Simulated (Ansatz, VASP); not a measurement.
# MgSi2N2: VASP beside Ansatz

The input INCAR:

```
SYSTEM = MgSi2N2
  PREC = Accurate
  ENCUT = 600
  EDIFF = 1E-6
  ISMEAR = 0
  SIGMA = 0.1
  LREAL = .FALSE.
  LASPH = .TRUE.
  NELM = 100
  ALGO = Normal
  ISIF = 3
  LWAVE = .FALSE.
  LCHARG = .FALSE.
  GGA = PE
  IBRION = 2
  NSW = 90
  EDIFFG = -0.04
```

Contents of KPOINTS:

```
Automatic mesh
0
G
  6 6 6
  0 0 0
```

POSCAR

```
MgSi2N2
1.0
   -1.8303133800      1.8303133800      4.7624151200
    1.8303133800     -1.8303133800      4.7624151200
    1.8303133800      1.8303133800     -4.7624151200
Mg Si N
1 2 2
Direct
    0.0000000000      0.0000000000      0.0000000000
    0.7500000000      0.2500000000      0.5000000000
    0.2500000000      0.7500000000      0.5000000000
    0.3625393500      0.3625393500      0.0000000000
    0.6374606500      0.6374606500      0.0000000000
```

Input for Ansatz:

```yaml
crystal:
  lattice:
    - [-1.83031338, 1.83031338, 4.76241512]
    - [1.83031338, -1.83031338, 4.76241512]
    - [1.83031338, 1.83031338, -4.76241512]
  atoms:
    - { symbol: Mg, position: [0.0, 0.0, 0.0] }
    - { symbol: Si, position: [0.75, 0.25, 0.5] }
    - { symbol: Si, position: [0.25, 0.75, 0.5] }
    - { symbol: "N", position: [0.36253935, 0.36253935, 0.0] }
    - { symbol: "N", position: [0.63746065, 0.63746065, 0.0] }
basis:
  ecutwfc: 420
kpoints:
  mp_grid: { grid: [6, 6, 6] }
hamiltonian:
  xc: pbe
scf:
  occupations: { method: gaussian, width: 0.1 }
  lower_state_search: "off"
output:
  forces: true
  stress: true
  eigenvalues: true
relax:
  adjacent_minimum: "off"
  f_tol: 0.04
  max_steps: 70
  cell: { stress_tol: 0.4 }
```

Change from the starting cell: species swapped into the EuCo2Si2 type (I4/mmm, No. 139).

Alike in both runs: task relaxation of cell and atoms; functional PBE; k mesh 6 × 6 × 6; occupations gaussian, width 0.1 eV; no spin polarisation.

|  | VASP | Ansatz |
| --- | --- | --- |
| version | VASP 6.6.1 | Ansatz 0.2.0 |
| potentials or method | VASP PAW PBE potentials, release 64 (Mg, Si, N), cutoff 600 eV | scalar-relativistic, plane waves, PAW |
| valence electrons in the cell | 20 | 28 |

```tsv
	VASP	Ansatz	Ansatz less VASP
gap on the k mesh at the Fermi level, each at its own relaxed structure (eV)	none	none	-
relaxed volume (Å³/atom)	13.24	13.27	+0.030
relaxed cell length with the largest relative difference (Å)	5.237	5.260	+0.0238
```

A gap of «none» marks a metal or a gap that the smearing closes. VASP's potentials hold 20 valence electrons a cell and Ansatz's 28, so a difference there can come from the potentials and not from the codes.

The k mesh is coarse, so the values compare programs but aren't converged.
